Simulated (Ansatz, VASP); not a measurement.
# K: VASP beside Ansatz

Contents of INCAR:

```
SYSTEM = K
PREC = Accurate ; ENCUT = 520
EDIFF = 1E-8 ; ISMEAR = -1
SIGMA = 0.08 ; LREAL = .FALSE.
LASPH = .TRUE. ; NELM = 100
ALGO = Normal ; ISIF = 2
LWAVE = .FALSE. ; LCHARG = .FALSE.
GGA = PS ; LEFG = .TRUE.
NBANDS = 10
```

The input KPOINTS:

```
regular mesh
0
G
  10 10 10
  0 0 0
```

File POSCAR:

```
K
1.0
   -2.5656400000      2.6180000000      2.6180000000
    2.6180000000     -2.5656400000      2.6180000000
    2.6180000000      2.6180000000     -2.5656400000
K
1
Direct
    0.0000000000      0.0000000000      0.0000000000
```

Input for Ansatz:

```yaml
crystal:
  lattice:
    - [-2.56564, 2.618, 2.618]
    - [2.618, -2.56564, 2.618]
    - [2.618, 2.618, -2.56564]
  atoms:
    - { symbol: K, position: [0.0, 0.0, 0.0] }
kpoints:
  mp_grid: { grid: [10, 10, 10] }
scf:
  occupations: { method: fermi_dirac, width: 0.08 }
hamiltonian:
  xc: pbesol
  pseudopotentials: { kind: paw }
output:
  forces: true
  stress: true
  eigenvalues: true
  efg: { contact_densities: true }
  write_density: true
  write_potential: true
  elf: true
  volumetric_format: npy
```

Change from the starting cell: equal xy, yz and zx shear strains of +2 %, PAW files.

Alike in both runs: task electric field gradients; functional PBEsol; k mesh 10 × 10 × 10; occupations fermi-dirac, width 0.08 eV; no spin polarisation.

|  | VASP | Ansatz |
| --- | --- | --- |
| version | VASP 6.6.1 | Ansatz 0.2.0 |
| potentials or method | VASP PAW PBE potentials, release 64 (K_sv) | PAW with Ansatz's default frozen-core files, scalar-relativistic |
| plane-wave cutoff (eV) | 520 | 420 |
| valence electrons in the cell | 9 | 9 |

```tsv
	VASP	Ansatz	Ansatz less VASP
pressure (GPa)	0.0	0.0	+0.01
traceless stress, the component that is largest in VASP (GPa)	-0.05	-0.05	0.000
size of Vzz on the site where it differs most (V/Å²)	0.7	0.7	+0.01
```

VASP's potentials were made for PBE, not for PBEsol.
